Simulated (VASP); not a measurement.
# HfSi (Pnma) in VASP: single point with PBEsol

Aim: the single point of HfSi with PBEsol.

All numbers are computed with VASP 6.6.1; they aren't measurements. Logs are shortened: lines on timing, memory, paths and dates and some standing lists are left out, and cuts for length are marked.

### 1 The cell of the first run

It takes space group Pnma (No. 62, orthorhombic). Conventional cell: a = 6.822 Å, b = 3.760 Å, c = 5.202 Å, α = 90.00°, β = 90.00°, γ = 90.00°. Hf (site symmetry m) has 7 Si at 2.69 to 2.86 Å and 6 Hf at 3.32 to 3.37 Å within 3.5 Å. Within 3.2 Å of Si (site symmetry m) lie 2 Si at 2.45 Å and 7 Hf at 2.69 to 2.86 Å.

### 2 Single point, PBEsol

The input, INCAR:

```
SYSTEM = HfSi
PREC = Accurate
ENCUT = 520
EDIFF = 1E-6
ISMEAR = 0
SIGMA = 0.1
LREAL = .FALSE.
LASPH = .TRUE.
NELM = 60
ALGO = Fast
ISIF = 2
LWAVE = .FALSE.
LCHARG = .FALSE.
GGA = PS
NBANDS = 38
```

The input, KPOINTS:

```
Automatic mesh
0
G
  6 10 8
  0 0 0
```

The input, POSCAR:

```
HfSi
1.0
    6.8215622649      0.0000000000      0.0000000000
    0.0000000000      3.7595424718      0.0000000000
    0.0000000000      0.0000000000      5.2018524958
Hf Si
4 4
Direct
    0.6755823858      0.2500000000      0.3735306621
    0.3244176142      0.7500000000      0.6264693379
    0.8244176142      0.7500000000      0.8735306621
    0.1755823858      0.2500000000      0.1264693379
    0.5430517130      0.2500000000      0.8598396415
    0.4569482870      0.7500000000      0.1401603585
    0.9569482870      0.7500000000      0.3598396415
    0.0430517130      0.2500000000      0.6401603585
```

Potentials or basis: VASP PAW PBE potentials, release 64 (Hf_pv, Si).

Started as:

```
$ cat potpaw_PBE.64/Hf_pv/POTCAR potpaw_PBE.64/Si/POTCAR > POTCAR
$ mpirun -np 1 vasp_std > vasp.out
```

OUTCAR:

```text
SYSTEM = HfSi
   PREC = Accurate
   ENCUT = 520
   EDIFF = 1E-6
   ISMEAR = 0
   LREAL = .FALSE.
   LASPH = .TRUE.
   NELM = 60
   ISIF = 2
   GGA = PS

 ion  position               nearest neighbor table
   1  0.676  0.250  0.374-   5 2.69   7 2.69   7 2.69   6 2.69   6 2.69   5 2.82   8 2.86   2 3.32
                             2 3.32   3 3.37   3 3.37   3 3.37   3 3.37   4 3.64   4 3.64
   2  0.324  0.750  0.626-   6 2.69   8 2.69   8 2.69   5 2.69   5 2.69   6 2.82   7 2.86   1 3.32
                             1 3.32   4 3.37   4 3.37   4 3.37   4 3.37   3 3.64   3 3.64
   3  0.824  0.750  0.874-   7 2.69   5 2.69   5 2.69   8 2.69   8 2.69   7 2.82   6 2.86   4 3.32
                             4 3.32   1 3.37   1 3.37   1 3.37   1 3.37   2 3.64   2 3.64
   4  0.176  0.250  0.126-   8 2.69   6 2.69   6 2.69   7 2.69   7 2.69   8 2.82   5 2.86   3 3.32
                             3 3.32   2 3.37   2 3.37   2 3.37   2 3.37   1 3.64   1 3.64
   5  0.543  0.250  0.860-   6 2.45   6 2.45   1 2.69   3 2.69   3 2.69   2 2.69   2 2.69   1 2.82
                             4 2.86
   6  0.457  0.750  0.140-   5 2.45   5 2.45   2 2.69   4 2.69   4 2.69   1 2.69   1 2.69   2 2.82
                             3 2.86
   7  0.957  0.750  0.360-   8 2.45   8 2.45   3 2.69   1 2.69   1 2.69   4 2.69   4 2.69   3 2.82
                             2 2.86
   8  0.043  0.250  0.640-   7 2.45   7 2.45   4 2.69   2 2.69   2 2.69   3 2.69   3 2.69   4 2.82
                             1 2.86

  LATTYP: Found a simple orthorhombic cell.
 ALAT       =     3.7595424718
 B/A-ratio  =     1.3836397739
 C/A-ratio  =     1.8144660730

  Lattice vectors:

 A1 = (   0.0000000000,   3.7595424718,   0.0000000000)
 A2 = (   0.0000000000,   0.0000000000,   5.2018524958)
 A3 = (   6.8215622649,   0.0000000000,   0.0000000000)

Analysis of symmetry for initial positions (statically):
=====================================================================
 Subroutine PRICEL returns:
 Original cell was already a primitive cell.

 Routine SETGRP: Setting up the symmetry group for a
 simple orthorhombic supercell.

 Subroutine GETGRP returns: Found  8 space group operations
 (whereof  2 operations were pure point group operations)
 out of a pool of  8 trial point group operations.

The static configuration has the point symmetry S_2 .
 The point group associated with its full space group is D_2h.

Analysis of symmetry for dynamics (positions and initial velocities):
=====================================================================
 Subroutine PRICEL returns:
 Original cell was already a primitive cell.

 Routine SETGRP: Setting up the symmetry group for a
 simple orthorhombic supercell.

 Subroutine GETGRP returns: Found  8 space group operations
 (whereof  2 operations were pure point group operations)
 out of a pool of  8 trial point group operations.

The dynamic configuration has the point symmetry S_2 .
 The point group associated with its full space group is D_2h.

 Subroutine INISYM returns: Found  8 space group operations
 (whereof  2 operations are pure point group operations),
 and found     1 'primitive' translations

----------------------------------------------------------------------------------------

                                     Primitive cell

  volume of cell :     133.4065

  direct lattice vectors                    reciprocal lattice vectors
     6.821562265  0.000000000  0.000000000     0.146593986  0.000000000  0.000000000
     0.000000000  3.759542472  0.000000000     0.000000000  0.265989813  0.000000000
     0.000000000  0.000000000  5.201852496     0.000000000  0.000000000  0.192239207

  length of vectors
     6.821562265  3.759542472  5.201852496     0.146593986  0.265989813  0.192239207

  position of ions in fractional coordinates (direct lattice)
     0.675582386  0.250000000  0.373530662
     0.324417614  0.750000000  0.626469338
     0.824417614  0.750000000  0.873530662
     0.175582386  0.250000000  0.126469338
     0.543051713  0.250000000  0.859839642
     0.456948287  0.750000000  0.140160358
     0.956948287  0.750000000  0.359839642
     0.043051713  0.250000000  0.640160358

  ion indices of the primitive-cell ions
   primitive index   ion index
                 1           1
                 2           2
                 3           3
                 4           4
                 5           5
                 6           6
                 7           7
                 8           8

----------------------------------------------------------------------------------------

 KPOINTS: Automatic mesh

Automatic generation of k-mesh.
 Grid dimensions read from file:
 generate k-points for:    6   10    8

 Generating k-lattice:

  Cartesian coordinates                     Fractional coordinates (reciprocal lattice)
     0.024432331  0.000000000  0.000000000     0.166666667  0.000000000  0.000000000
     0.000000000  0.026598981  0.000000000     0.000000000  0.100000000  0.000000000
     0.000000000  0.000000000  0.024029901     0.000000000  0.000000000  0.125000000

  Length of vectors
     0.024432331  0.026598981  0.024029901

  Shift w.r.t. Gamma in fractional coordinates (k-lattice)
     0.000000000  0.000000000  0.000000000

 Subroutine IBZKPT returns following result:
 ===========================================

 Found    120 irreducible k-points:

 Following reciprocal coordinates:
            Coordinates               Weight
  0.000000  0.000000  0.000000      1.000000
  0.166667  0.000000  0.000000      2.000000
  0.333333  0.000000  0.000000      2.000000
  0.500000  0.000000  0.000000      1.000000
  0.000000  0.100000  0.000000      2.000000
  0.166667  0.100000  0.000000      4.000000
[... 16 lines left out ...]
  0.333333  0.500000  0.000000      2.000000
  0.500000  0.500000  0.000000      1.000000
 [... further k-points ...]
   k-points           NKPTS =    120   k-points in BZ     NKDIM =    120   number of bands    NBANDS=     38
   number of dos      NEDOS =    301   number of ions     NIONS =      8
   total plane-waves  NPLWV =  60480
   dimension x,y,z NGX =    54 NGY =   28 NGZ =   40
   dimension x,y,z NGXF=   108 NGYF=   56 NGZF=   80
   ions per type =               4   4
   NGX,Y,Z   is equivalent  to a cutoff of  13.16, 12.38, 12.78 a.u.
   NGXF,Y,Z  is equivalent  to a cutoff of  26.32, 24.76, 25.57 a.u.
 SYSTEM =  HfSi
   PREC   = accura    normal or accurate (medium, high low for compatibility)
   ISTART =      0    job   : 0-new  1-cont  2-samecut
   ICHARG =      2    charge: 1-file 2-atom 10-const
   ISPIN  =      1    spin polarized calculation?
   LNONCOLLINEAR =      F non collinear calculations
   LSORBIT =      F    spin-orbit coupling
   LASPH  =      T    aspherical Exc in radial PAW
   ENCUT  =  520.0 eV  38.22 Ry    6.18 a.u.  12.68  6.99  9.67*2*pi/ulx,y,z
   NELM   =     60;   NELMIN=  2; NELMDL= -5     # of ELM steps
   EDIFF  = 0.1E-05   stopping-criterion for ELM
   LREAL  =      F    real-space projection
   EDIFFG = 0.1E-04   stopping-criterion for IOM
   NSW    =      0    number of steps for IOM
   IBRION =     -1    ionic relax: 0-MD 1-quasi-New 2-CG
   NFREE  =      0    steps in history (QN), initial steepest desc. (CG)
   ISIF   =      2    stress and relaxation
   ISYM   =      2    0-nonsym 1-usesym 2-fastsym
   POTIM  = 0.5000    time-step for ionic-motion
   TEBEG  =    0.0;   TEEND  =   0.0 temperature during run
   PSTRESS=    0.0 pullay stress
   NELECT =      56.0000    total number of electrons
   NUPDOWN=      -1.0000    fix difference up-down
   EMIN   =  10.00;   EMAX   =-10.00  energy-range for DOS
   EFERMI =   0.00;   METHOD = LEGACY
   ISMEAR =     0;   SIGMA  =   0.10  broadening in eV -4-tet -1-fermi 0-gaus
   EFERMI_NEDOS =   21; number of points for ismear=-14 and -15
   IALGO  =     68    algorithm
   IMIX   =      4    mixing-type and parameters
     AMIX     =   0.40;   BMIX     =  1.00
     AMIX_MAG =   1.60;   BMIX_MAG =  1.00
  volume/ion in A,a.u.               =      16.68       112.53
  Fermi-wavevector in a.u.,A,eV,Ry     =   1.225778  2.316385 20.443190  1.502532
  Thomas-Fermi vector in A             =   2.360803
   LORBIT       =      0    0 simple, 1 ext, 2 COOP (PROOUT), +10 PAW based schemes
   GGA     = PS    functional components
   LHFCALC =     F    Hartree Fock is set to
   AEXX    =    0.0000 exact exchange contribution
   IVDW    =     0    specifies the selected vdW correction
   LEPSILON=     F    determine dielectric tensor
   LRPA    =     F    only Hartree local field effects (RPA)
 non-spin polarized calculation
 RMM-DIIS sequential band-by-band and
 Gauss-broadening in eV      SIGMA  =   0.10
  energy-cutoff  :      520.00
  volume of cell :      133.41
 maximum number of plane-waves:      3636
 NGX is ok and might be reduce to    54
   NGX = 25   NGY = 13   NGZ = 19

 number of electron      56.0000003 magnetization

 Free energy of the ion-electron system (eV)
  ---------------------------------------------------
  ext. energy  EPLUGINS =         0.00000000
  ---------------------------------------------------
  free energy    TOTEN  =       -72.21379219 eV

  energy without entropy =      -72.20540548  energy(sigma->0) =      -72.20959883

 E-fermi :   7.5760     XC(G=0): -11.7385

 val. band max:        7.5565377034   @ k =   0.0000   0.1000   0.3750
 cond. band min:       7.5855230637   @ k =   0.1667   0.2000   0.3750
 fundamental gap:      0.0289853603
 Fermi energy:         7.5760222277

 k-point     1 :       0.0000    0.0000    0.0000
  band No.  band energies     occupation
      1     -23.0236      2.00000
      2     -23.0230      2.00000
      3     -22.9823      2.00000
      4     -22.9071      2.00000
      5     -22.8980      2.00000
      6     -22.8754      2.00000
[... 30 lines left out ...]
     37      10.9144      0.00000
     38      11.3910      0.00000

 k-point     2 :       0.1667    0.0000    0.0000
  band No.  band energies     occupation
      1     -23.0259      2.00000
      2     -23.0202      2.00000
      3     -22.9858      2.00000
      4     -22.9031      2.00000
      5     -22.8828      2.00000
      6     -22.8789      2.00000
[... 30 lines left out ...]
     37      10.7847      0.00000
     38      10.9714      0.00000
[... 859 lines left out ...]
     37      11.3196      0.00000
     38      11.3787      0.00000

 k-point    24 :       0.5000    0.5000    0.0000
  band No.  band energies     occupation
      1     -22.9619      2.00000
      2     -22.9619      2.00000
      3     -22.9619      2.00000
      4     -22.9619      2.00000
      5     -22.8886      2.00000
      6     -22.8886      2.00000
[... 30 lines left out ...]
     37      11.4453      0.00000
     38      11.4458      0.00000

 [... further k-points ...]
[... 5 lines left out ...]
  --------------------------------------------------------------------------------------
  -------------------------------------------------------------------------------------
  Total        0.0684198      0.0584990      0.0316384      0.0000000     -0.0000000      0.0000000
  in kB        0.8217040      0.7025578      0.3799693      0.0000000     -0.0000000      0.0000000
  external PRESSURE =       0.6347437 kB  Pullay stress =       0.0000000 kB

 VOLUME and BASIS-vectors are now :
 -----------------------------------------------------------------------------
  energy-cutoff  :      520.00
  volume of cell :      133.41
      direct lattice vectors                 reciprocal lattice vectors
     6.821562265  0.000000000  0.000000000     0.146593986  0.000000000  0.000000000
     0.000000000  3.759542472  0.000000000     0.000000000  0.265989813  0.000000000
     0.000000000  0.000000000  5.201852496     0.000000000  0.000000000  0.192239207

 POSITION                                       TOTAL-FORCE (eV/Angst)
 -----------------------------------------------------------------------------------
      4.60853      0.93989      1.94305        -0.000457     -0.000000      0.006286
      2.21303      2.81966      3.25880         0.000457      0.000000     -0.006286
      5.62382      2.81966      4.54398         0.000457     -0.000000      0.006286
      1.19775      0.93989      0.65787        -0.000457      0.000000     -0.006286
      3.70446      0.93989      4.47276        -0.004412     -0.000000      0.007200
      3.11710      2.81966      0.72909         0.004412      0.000000     -0.007200
      6.52788      2.81966      1.87183         0.004412     -0.000000      0.007200
      0.29368      0.93989      3.33002        -0.004412     -0.000000     -0.007200
 -----------------------------------------------------------------------------------
    total drift:                               -0.000000      0.000000     -0.000000

  FREE ENERGIE OF THE ION-ELECTRON SYSTEM (eV)
  ---------------------------------------------------
  free  energy   TOTEN  =       -72.2137921857 eV

  energy  without entropy=      -72.2054054765  energy(sigma->0) =      -72.20959883
```

Run time: 14 min. Hardware: 1 thread of Oxide Virtual Turin-like, shared host; peak memory 0.53 GiB.

Results:

```
Free energy            : -72.2138 eV
Pressure               : 0.1 GPa
Largest force          : 0.008 eV/Å
Band gap on the k mesh : zero (bands 28 and 29 overlap by 0.40 eV)
```

Forces on the atoms (eV/Å):
```
Hf   0.000  0.000  0.006
Hf   0.000  0.000 -0.006
Hf   0.000  0.000  0.006
Hf   0.000  0.000 -0.006
Si  -0.004  0.000  0.007
Si   0.004  0.000 -0.007
Si   0.004  0.000  0.007
Si  -0.004  0.000 -0.007
```

Levels at points of the mesh, in eV from the Fermi level:
| k point | band 25 | band 26 | band 27 | band 28 | band 29 | band 30 | band 31 | band 32 |
| --- | --- | --- | --- | --- | --- | --- | --- | --- |
| (0.00, 0.00, 0.00) | -0.83 | -0.55 | -0.33 | -0.26 | 0.37 | 0.65 | 0.90 | 1.28 |
| (0.50, 0.00, 0.00) | -0.93 | -0.93 | -0.61 | -0.61 | 0.07 | 0.07 | 1.09 | 1.09 |
| (0.00, 0.50, 0.00) | -2.12 | -2.12 | -1.71 | -1.71 | 2.09 | 2.09 | 2.53 | 2.53 |
| (0.50, 0.50, 0.00) | -2.03 | -2.03 | -2.03 | -2.03 | 2.89 | 2.89 | 2.89 | 2.89 |
| (0.00, 0.00, 0.50) | -1.24 | -1.24 | -0.22 | -0.22 | 0.88 | 0.88 | 0.95 | 0.95 |
| (0.50, 0.00, 0.50) | -1.27 | -1.27 | -0.77 | -0.77 | 0.54 | 0.54 | 1.29 | 1.29 |
| (0.00, 0.50, 0.50) | -0.81 | -0.81 | -0.58 | -0.58 | -0.06 | -0.06 | 0.87 | 0.87 |
| (0.50, 0.50, 0.50) | -1.72 | -1.72 | -1.72 | -1.72 | 1.95 | 1.95 | 1.95 | 1.95 |

Caveat: the PAW data sets were made with another functional, which shifts forces and pressure a little; spin-orbit coupling is left out, which moves the levels of the heavy elements.

The gap in the log of VASP goes by the Fermi energy; the results here count the filled bands.